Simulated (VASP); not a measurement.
The system is BP.

```
B P
1.0
     0.00000    2.26900    2.26900
     2.26900    0.00000    2.26900
     2.26900    2.26900    0.00000
B P
1 1
Direct
  0.00000 0.00000 0.00000
  0.25000 0.25000 0.25000
```

Base run:

```yaml
Program: VASP 6.6.1
Functional: PBE
Potentials_or_basis: VASP PAW PBE potentials, release 64 (B, P)
Cutoff: 500 eV
k_mesh: 6 × 6 × 6
Occupations: gaussian, width 0.01 eV
Spin: no spin polarisation
```

Its results: band gap on the k mesh 1.33 eV (least direct gap 3.40 eV); pressure 1.0 GPa.

**Question.** The run is repeated on the same cell with these changes: k mesh from 6 × 6 × 6 to 4 × 4 × 4. What comes out?

**Answer.** Band gap on the k mesh 1.31 eV (least direct gap 3.38 eV); pressure 2.0 GPa.

Caveats: some runs use coarse meshes.

A k mesh can miss the band edges.
